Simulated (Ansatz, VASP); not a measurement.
# One calculation of Ta3I2, two programs

Contents of INCAR:

```
SYSTEM = Ta3I2
PREC = Accurate
ENCUT = 600
EDIFF = 1E-6
ISMEAR = 0
SIGMA = 0.1
LREAL = .False.
LASPH = .True.
NELM = 60
ALGO = Normal
ISIF = 3
LWAVE = .False.
LCHARG = .False.
GGA = PE
IBRION = 2
NSW = 90
EDIFFG = -0.04
```

File KPOINTS:

```
regular mesh
0
Gamma
  6 6 4
  0 0 0
```

File POSCAR:

```
Ta3I2
1.0
    5.3865018436      0.0000000000      0.0000000000
   -2.6932509218      4.6648474341      0.0000000000
    0.0000000000      0.0000000000      6.7607262743
Ta I
3 2
Direct
    0.5000000000      0.0000000000      0.5000000000
    0.0000000000      0.5000000000      0.5000000000
    0.5000000000      0.5000000000      0.5000000000
    0.0000000000      0.0000000000      0.1829020338
    0.0000000000      0.0000000000      0.8170979662
```

Input for Ansatz:

```yaml
crystal:
  lattice:
    - [5.3865018436, 0.0, 0.0]
    - [-2.6932509218, 4.6648474341, 0.0]
    - [0.0, 0.0, 6.7607262743]
  atoms:
    - { symbol: Ta, position: [0.5, 0.0, 0.5] }
    - { symbol: Ta, position: [0.0, 0.5, 0.5] }
    - { symbol: Ta, position: [0.5, 0.5, 0.5] }
    - { symbol: I, position: [0.0, 0.0, 0.1829020338] }
    - { symbol: I, position: [0.0, 0.0, 0.8170979662] }
basis:
  ecutwfc: 420
kpoints:
  mp_grid: { grid: [6, 6, 4] }
hamiltonian:
  xc: pbe
scf:
  occupations: { method: gaussian, width: 0.1 }
  lower_state_search: "off"
output:
  forces: true
  stress: true
  eigenvalues: true
relax:
  adjacent_minimum: "off"
  f_tol: 0.04
  max_steps: 70
  cell: { stress_tol: 0.4 }
```

Alike in both runs: task relaxation of cell and atoms; functional PBE; k mesh 6 × 6 × 4; occupations gaussian, width 0.1 eV; no spin polarisation.

|  | VASP | Ansatz |
| --- | --- | --- |
| version | VASP 6.6.1 | Ansatz 0.2.0 |
| potentials or method | VASP PAW PBE potentials, release 64 (Ta_pv, I), cutoff 600 eV | scalar-relativistic, plane waves, PAW |
| valence electrons in the cell | 47 | 73 |

|  | VASP | Ansatz | Ansatz less VASP |
| --- | --- | --- | --- |
| gap on the k mesh at the Fermi level, each at its own relaxed structure (eV) | none | none | - |
| relaxed volume (Å³/atom) | 38.41 | 38.36 | -0.052 |
| relaxed length of the cell vector where the two differ most in proportion (Å) | 5.364 | 5.361 | -0.0030 |

A gap of «none» marks a metal or a gap that the smearing closes. VASP's potentials hold 47 valence electrons a cell and Ansatz's 73, so a difference there can come from the potentials and not from the codes.

Neither program's run includes spin-orbit coupling.
